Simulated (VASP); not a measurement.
Here is a VASP 6.6.1 calculation.

File INCAR:

```
SYSTEM = Hf
PREC     = Accurate       ! precision mode
ENCUT    = 600            ! plane-wave cutoff, eV
EDIFF    = 1E-6           ! SCF threshold, eV
ISMEAR   = -1             ! smearing method
SIGMA    = 0.08           ! smearing width, eV
LREAL    = .False.        ! projectors in reciprocal space
LASPH    = .True.         ! aspherical terms in the spheres
NELM     = 100            ! most SCF steps
ALGO     = Normal         ! electronic algorithm
ISIF     = 3              ! what is computed and relaxed
LWAVE    = .False.        ! write WAVECAR
LCHARG   = .False.        ! write CHGCAR
GGA      = PE             ! functional
IBRION   = 2              ! ionic algorithm
NSW      = 60             ! ionic steps
EDIFFG   = -0.005         ! ionic threshold
```

The input KPOINTS:

```
regular mesh
0
Gamma
  15 15 15
  0 0 0
```

File POSCAR:

```
Hf
1.0
    0.0000000000      2.2427254771      2.2427254771
    2.2427254771      0.0000000000      2.2427254771
    2.2427254771      2.2427254771      0.0000000000
Hf
1
Direct
    0.0000000000      0.0000000000      0.0000000000
```

Potentials or basis: VASP PAW PBE potentials, release 64 (Hf_pv).

Launch:

```sh
$ cat potpaw_PBE.64/Hf_pv/POTCAR > POTCAR
$ mpirun -np 1 vasp_std > vasp.out
```

Task: Estimate the relaxed cell.

Result: a = 3.168 Å, b = 3.168 Å, c = 3.168 Å, α = 60.00°, β = 60.00°, γ = 60.00°.

Task: Predict the relaxed volume.

Result: 22.48 Å³/atom.

The path:
```
step  energy change (eV)  largest force (eV/Å)  pressure (GPa)  volume (Å³)
   1              0.0000                0.0000           -0.37        22.56
   2              0.0000                0.0000            0.41        22.39
   3             -0.0001                0.0000            0.01        22.48
```
